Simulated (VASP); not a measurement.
# P (Fd-3m) in VASP: a series of runs

Runs on P. Level: r2SCAN. Tasks: single point.

Program: VASP 6.6.1. These are calculated values, not measurements. Logs are shortened: lines on timing, memory, paths and dates and some standing lists are left out, and cuts for length are marked.

**1. The cell of the first run**

Symmetry: Fd-3m, No. 227, cubic system. Conventional cell: a = 5.423 Å, b = 5.423 Å, c = 5.423 Å, α = 90.00°, β = 90.00°, γ = 90.00°. P (site symmetry -43m) has 4 P at 2.35 Å within 3.1 Å.

This isn't the form of P at room conditions, which is orthorhombic.

**2. Single point, r2SCAN (19.94 Å³/atom)**

The input, POSCAR:

```
P
1.0
    0.0000000000      2.7115220075      2.7115220075
    2.7115220075      0.0000000000      2.7115220075
    2.7115220075      2.7115220075      0.0000000000
P
2
Direct
    0.1250000000      0.1250000000      0.1250000000
    0.8750000000      0.8750000000      0.8750000000
```

The input, INCAR.step1:

```
PREC = Accurate ; ENCUT = 520
ISMEAR = -1 ; SIGMA = 0.1
LREAL = False ; LASPH = True
NELM = 60 ; NBANDS = 12
GGA = PE ; ALGO = Normal
EDIFF = 1E-4 ; LWAVE = True
LCHARG = False
```

The input, INCAR.step2:

```
PREC = Accurate ; ENCUT = 520
EDIFF = 1E-6 ; ISMEAR = -1
SIGMA = 0.1 ; LREAL = False
LASPH = True ; NELM = 60
ALGO = Normal ; ISIF = 2
LWAVE = False ; LCHARG = False
METAGGA = R2SCAN ; LMIXTAU = True
NBANDS = 12 ; ISTART = 1
```

The input, KPOINTS:

```
regular mesh
0
Gamma
  11 11 11
```

Potentials or basis: VASP PAW PBE potentials, release 64 (P).

Command:

```sh
$ cat potpaw_PBE.64/P/POTCAR > POTCAR
$ cp INCAR.step1 INCAR
$ mpirun -np 1 vasp_std > vasp.out
$ cp INCAR.step2 INCAR
$ mpirun -np 1 vasp_std > vasp.out
```

OUTCAR:

```text
PREC = Accurate
   ENCUT = 520
   EDIFF = 1E-6
   ISMEAR = -1
   LREAL = False
   LASPH = True
   NELM = 60
   ISIF = 2
   METAGGA = R2SCAN
   ISTART = 1

 ion  position               nearest neighbor table
   1  0.125  0.125  0.125-   2 2.35   2 2.35   2 2.35   2 2.35
   2  0.875  0.875  0.875-   1 2.35   1 2.35   1 2.35   1 2.35

  LATTYP: Found a face centered cubic cell.
 ALAT       =     5.4230440150

  Lattice vectors:

 A1 = (   0.0000000000,   2.7115220075,   2.7115220075)
 A2 = (   2.7115220075,   0.0000000000,   2.7115220075)
 A3 = (   2.7115220075,   2.7115220075,   0.0000000000)

Analysis of symmetry for initial positions (statically):
=====================================================================
 Subroutine PRICEL returns:
 Original cell was already a primitive cell.

 Routine SETGRP: Setting up the symmetry group for a
 face centered cubic supercell.

 Subroutine GETGRP returns: Found 48 space group operations
 (whereof 12 operations were pure point group operations)
 out of a pool of 48 trial point group operations.

The static configuration has the point symmetry D_3d.
 The point group associated with its full space group is O_h .

Analysis of symmetry for dynamics (positions and initial velocities):
=====================================================================
 Subroutine PRICEL returns:
 Original cell was already a primitive cell.

 Routine SETGRP: Setting up the symmetry group for a
 face centered cubic supercell.

 Subroutine GETGRP returns: Found 48 space group operations
 (whereof 12 operations were pure point group operations)
 out of a pool of 48 trial point group operations.

The dynamic configuration has the point symmetry D_3d.
 The point group associated with its full space group is O_h .

 Subroutine INISYM returns: Found 48 space group operations
 (whereof 12 operations are pure point group operations),
 and found     1 'primitive' translations

----------------------------------------------------------------------------------------

                                     Primitive cell

  volume of cell :      39.8721

  direct lattice vectors                    reciprocal lattice vectors
     0.000000000  2.711522008  2.711522008    -0.184398282  0.184398282  0.184398282
     2.711522008  0.000000000  2.711522008     0.184398282 -0.184398282  0.184398282
     2.711522008  2.711522008  0.000000000     0.184398282  0.184398282 -0.184398282

  length of vectors
     3.834671198  3.834671198  3.834671198     0.319387193  0.319387193  0.319387193

  position of ions in fractional coordinates (direct lattice)
     0.125000000  0.125000000  0.125000000
     0.875000000  0.875000000  0.875000000

  ion indices of the primitive-cell ions
   primitive index   ion index
                 1           1
                 2           2

----------------------------------------------------------------------------------------

 KPOINTS: regular mesh

Automatic generation of k-mesh.
 Grid dimensions read from file:
 generate k-points for:   11   11   11

 Generating k-lattice:

  Cartesian coordinates                     Fractional coordinates (reciprocal lattice)
    -0.016763480  0.016763480  0.016763480     0.090909091  0.000000000  0.000000000
     0.016763480 -0.016763480  0.016763480     0.000000000  0.090909091  0.000000000
     0.016763480  0.016763480 -0.016763480     0.000000000  0.000000000  0.090909091

  Length of vectors
     0.029035199  0.029035199  0.029035199

  Shift w.r.t. Gamma in fractional coordinates (k-lattice)
     0.000000000  0.000000000  0.000000000

 Subroutine IBZKPT returns following result:
 ===========================================

 Found     56 irreducible k-points:

 Following reciprocal coordinates:
            Coordinates               Weight
  0.000000  0.000000  0.000000      1.000000
  0.090909  0.000000  0.000000      8.000000
  0.181818  0.000000  0.000000      8.000000
  0.272727  0.000000  0.000000      8.000000
  0.363636  0.000000  0.000000      8.000000
  0.454545  0.000000  0.000000      8.000000
[... 16 lines left out ...]
 -0.272727  0.181818  0.000000     24.000000
 -0.181818  0.181818  0.000000     12.000000
 [... further k-points ...]
   k-points           NKPTS =     56   k-points in BZ     NKDIM =     56   number of bands    NBANDS=     12
   number of dos      NEDOS =    301   number of ions     NIONS =      2
   total plane-waves  NPLWV =  27000
   dimension x,y,z NGX =    30 NGY =   30 NGZ =   30
   dimension x,y,z NGXF=    60 NGYF=   60 NGZF=   60
   ions per type =               2
   NGX,Y,Z   is equivalent  to a cutoff of  13.01, 13.01, 13.01 a.u.
   NGXF,Y,Z  is equivalent  to a cutoff of  26.01, 26.01, 26.01 a.u.
 SYSTEM =  unknown system
   PREC   = accura    normal or accurate (medium, high low for compatibility)
   ISTART =      1    job   : 0-new  1-cont  2-samecut
   ICHARG =      0    charge: 1-file 2-atom 10-const
   ISPIN  =      1    spin polarized calculation?
   LNONCOLLINEAR =      F non collinear calculations
   LSORBIT =      F    spin-orbit coupling
   LASPH  =      T    aspherical Exc in radial PAW
   ENCUT  =  520.0 eV  38.22 Ry    6.18 a.u.   7.13  7.13  7.13*2*pi/ulx,y,z
   NELM   =     60;   NELMIN=  2; NELMDL=  0     # of ELM steps
   EDIFF  = 0.1E-05   stopping-criterion for ELM
   LREAL  =      F    real-space projection
   EDIFFG = 0.1E-04   stopping-criterion for IOM
   NSW    =      0    number of steps for IOM
   IBRION =     -1    ionic relax: 0-MD 1-quasi-New 2-CG
   NFREE  =      0    steps in history (QN), initial steepest desc. (CG)
   ISIF   =      2    stress and relaxation
   ISYM   =      2    0-nonsym 1-usesym 2-fastsym
   POTIM  = 0.5000    time-step for ionic-motion
   TEBEG  =    0.0;   TEEND  =   0.0 temperature during run
   PSTRESS=    0.0 pullay stress
   NELECT =      10.0000    total number of electrons
   NUPDOWN=      -1.0000    fix difference up-down
   EMIN   =  10.00;   EMAX   =-10.00  energy-range for DOS
   EFERMI =   0.00;   METHOD = LEGACY
   ISMEAR =    -1;   SIGMA  =   0.10  broadening in eV -4-tet -1-fermi 0-gaus
   EFERMI_NEDOS =   21; number of points for ismear=-14 and -15
   IALGO  =     38    algorithm
   IMIX   =      4    mixing-type and parameters
     AMIX     =   0.40;   BMIX     =  1.00
     AMIX_MAG =   1.60;   BMIX_MAG =  1.00
  volume/ion in A,a.u.               =      19.94       134.54
  Fermi-wavevector in a.u.,A,eV,Ry     =   1.032409  1.950970 14.502014  1.065868
  Thomas-Fermi vector in A             =   2.166605
   LORBIT       =      0    0 simple, 1 ext, 2 COOP (PROOUT), +10 PAW based schemes
   METAGGA = R2SCAN    functional components
   LHFCALC =     F    Hartree Fock is set to
   AEXX    =    0.0000 exact exchange contribution
   IVDW    =     0    specifies the selected vdW correction
   LEPSILON=     F    determine dielectric tensor
   LRPA    =     F    only Hartree local field effects (RPA)
 non-spin polarized calculation
  energy-cutoff  :      520.00
  volume of cell :       39.87
 maximum number of plane-waves:      1086
 NGX is ok and might be reduce to    30
   NGX = 15   NGY = 15   NGZ = 15

 number of electron      10.0000001 magnetization

 Free energy of the ion-electron system (eV)
  ---------------------------------------------------
  ext. energy  EPLUGINS =         0.00000000
  ---------------------------------------------------
  free energy    TOTEN  =       -16.64945091 eV

  energy without entropy =      -16.61939574  energy(sigma->0) =      -16.63442333

 E-fermi :   6.3206     XC(G=0): -10.1595

 val. band max:        6.3022656511   @ k =   0.0000   0.0000   0.0000
 cond. band min:       6.3549538271   @ k =   0.4545   0.3636   0.0909
 fundamental gap:      0.0526881760
 Fermi energy:         6.3205758930

 k-point     1 :       0.0000    0.0000    0.0000
  band No.  band energies     occupation
      1      -9.8260      2.00000
      2       2.8981      2.00000
      3       2.8981      2.00000
      4       2.8981      2.00000
      5       3.1406      2.00000
      6       6.3023      1.09130
      7       6.3023      1.09130
      8       6.3023      1.09130
      9      12.9260      0.00000
     10      13.4041      0.00000
     11      13.4041      0.00000
     12      17.1723      0.00000

 k-point     2 :       0.0909    0.0000    0.0000
  band No.  band energies     occupation
      1      -9.7240      2.00000
      2       1.3361      2.00000
      3       2.7617      2.00000
      4       2.7617      2.00000
      5       4.2530      2.00000
      6       6.5123      0.25639
      7       6.5123      0.25639
      8       6.6457      0.07454
      9      13.1452      0.00000
     10      13.1452      0.00000
     11      13.3127      0.00000
     12      16.8397      0.00000

 k-point     3 :       0.1818    0.0000    0.0000
  band No.  band energies     occupation
      1      -9.4240      2.00000
      2      -0.3753      2.00000
      3       2.4583      2.00000
      4       2.4583      2.00000
      5       4.5125      2.00000
      6       6.9791      0.00276
      7       6.9791      0.00276
      8       7.8880      0.00000
      9      12.8169      0.00000
     10      12.8169      0.00000
     11      14.1269      0.00000
     12      16.4886      0.00000
[... 286 lines left out ...]
 k-point    23 :      -0.2727    0.1818    0.0000
  band No.  band energies     occupation
      1      -8.2266      2.00000
      2      -3.1734      2.00000
      3       0.2198      2.00000
      4       1.8853      2.00000
      5       5.6320      1.99796
      6       8.0509      0.00000
      7       8.1484      0.00000
      8       9.7240      0.00000
      9      12.2007      0.00000
     10      14.5143      0.00000
     11      15.7291      0.00000
     12      17.7572      0.00000

 k-point    24 :      -0.1818    0.1818    0.0000
  band No.  band energies     occupation
      1      -8.7812      2.00000
      2      -2.0636      2.00000
      3       0.7185      2.00000
      4       2.2400      2.00000
      5       5.5778      1.99881
      6       7.4705      0.00002
      7       7.6845      0.00000
      8       9.0607      0.00000
      9      11.9128      0.00000
     10      14.2851      0.00000
     11      15.1853      0.00000
     12      17.6191      0.00000

 [... further k-points ...]
[... 5 lines left out ...]
  --------------------------------------------------------------------------------------
  -------------------------------------------------------------------------------------
  Total       -0.0154351     -0.0154351     -0.0154351      0.0000000     -0.0000000     -0.0000000
  in kB       -0.6202256     -0.6202256     -0.6202256      0.0000000     -0.0000000     -0.0000000
  external PRESSURE =      -0.6202256 kB  Pullay stress =       0.0000000 kB

 VOLUME and BASIS-vectors are now :
 -----------------------------------------------------------------------------
  energy-cutoff  :      520.00
  volume of cell :       39.87
      direct lattice vectors                 reciprocal lattice vectors
     0.000000000  2.711522008  2.711522008    -0.184398282  0.184398282  0.184398282
     2.711522008  0.000000000  2.711522008     0.184398282 -0.184398282  0.184398282
     2.711522008  2.711522008  0.000000000     0.184398282  0.184398282 -0.184398282

 POSITION                                       TOTAL-FORCE (eV/Angst)
 -----------------------------------------------------------------------------------
      0.67788      0.67788      0.67788         0.000000      0.000000     -0.000000
      4.74516      4.74516      4.74516        -0.000000     -0.000000      0.000000
 -----------------------------------------------------------------------------------
    total drift:                               -0.000000      0.000000      0.000000

  FREE ENERGIE OF THE ION-ELECTRON SYSTEM (eV)
  ---------------------------------------------------
  free  energy   TOTEN  =       -16.6494509134 eV

  energy  without entropy=      -16.6193957433  energy(sigma->0) =      -16.63442333
```

It took 46 s on 1 thread of Intel Xeon 6975P-C (Granite Rapids), shared host; peak memory 0.17 GiB.

What came out:

* Free energy: -16.6495 eV
* Pressure: -0.1 GPa
* Band gap on the k mesh: zero (bands 5 and 6 overlap by 1.90 eV)

Caveat: the PAW data sets were made with another functional, which shifts forces and pressure a little.

(Part 1 of 2 ends here.)

The gap in the log of VASP goes by the Fermi energy; the results here count the filled bands.